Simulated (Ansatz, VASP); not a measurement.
**Ru in VASP and in Ansatz**

```
Ru
1.0
    -1.36058    2.35660    0.00000
     0.00000    0.00000    4.29600
     4.08174    2.35660    0.00000
Ru
4
Direct
  0.50000 0.25000 0.16667
  0.00000 0.25000 0.66667
  0.00000 0.75000 0.33333
  0.50000 0.75000 0.83333
```

Alike in both runs: task single point; functional PBE; k mesh 12 × 8 × 7; occupations fermi-dirac, width 0.1 eV; no spin polarisation.

|  | VASP | Ansatz |
| --- | --- | --- |
| version | VASP 6.6.1 | Ansatz 0.2.0 |
| potentials or method | VASP PAW PBE potentials, release 64 (Ru_pv), cutoff 520 eV | all-electron LAPW, scalar-relativistic |

VASP gave:

| Quantity | Value |
| --- | --- |
| pressure (GPa) | -0.1 |
| traceless stress, the component that is largest in VASP (GPa) | 0.13 |

Estimate Ansatz's values.

pressure (GPa): -0.1; traceless stress, the component that is largest in VASP (GPa): 0.14.

Ansatz ran all-electron here, and VASP with PAW potentials.
